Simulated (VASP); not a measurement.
Ti: single point with r2SCAN

Crystal: Ti.

```
Ti
1.0
     2.09625    2.09625    0.00000
    -2.09625    2.09625    0.00000
     0.00000    0.00000    3.99024
Ti
2
Cartesian
  0.0000 0.0000 0.0000
  0.0000 2.0963 1.9951
```

This cell differs from its parent crystal: biaxial strain in the a-b plane: +2.0 %, then relaxed in part.

- Program: VASP 6.6.1
- Task: single point
- Functional: r2SCAN
- Potentials or basis: VASP PAW PBE potentials, release 64 (Ti_sv)
- Cutoff: 520 eV
- k mesh: 18 × 18 × 12
- Occupations: gaussian, width 0.1 eV
- Spin: no spin polarisation

```
Pressure               : -0.8 GPa
Band gap on the k mesh : zero (bands 12 and 13 overlap by 1.45 eV)
```

Stress tensor (GPa, compression positive):
```
-1.33  0.00  0.00
 0.00 -1.33  0.00
 0.00  0.00  0.35
```

Levels at points of the mesh, in eV from the Fermi level:
| k point | band 10 | band 11 | band 12 | band 13 | band 14 | band 15 |
| --- | --- | --- | --- | --- | --- | --- |
| (0.00, 0.00, 0.00) | -2.59 | -1.84 | 0.89 | 0.89 | 1.25 | 2.56 |
| (0.50, 0.00, 0.00) | -2.41 | -0.13 | -0.13 | 0.09 | 0.09 | 1.86 |
| (0.50, 0.50, 0.00) | -2.61 | -1.67 | -1.67 | 2.45 | 2.45 | 3.84 |
| (0.00, 0.00, 0.50) | -3.93 | -0.49 | -0.49 | 1.65 | 1.65 | 2.04 |
| (0.50, 0.00, 0.50) | -2.67 | 0.44 | 0.44 | 0.72 | 0.72 | 1.16 |
| (0.50, 0.50, 0.50) | -1.41 | -0.46 | -0.46 | -0.46 | -0.46 | 2.47 |

Run time: 14 min on 1 thread of Intel(R) Xeon(R) Platinum 8375C CPU @ 2.90GHz (Ice Lake), with other jobs on the host, peak memory 0.31 GiB.

Caveat: the cell differs from its parent crystal (biaxial strain in the a-b plane: +2.0 %, then relaxed in part); the PAW data sets were made with another functional, which shifts forces and pressure a little.
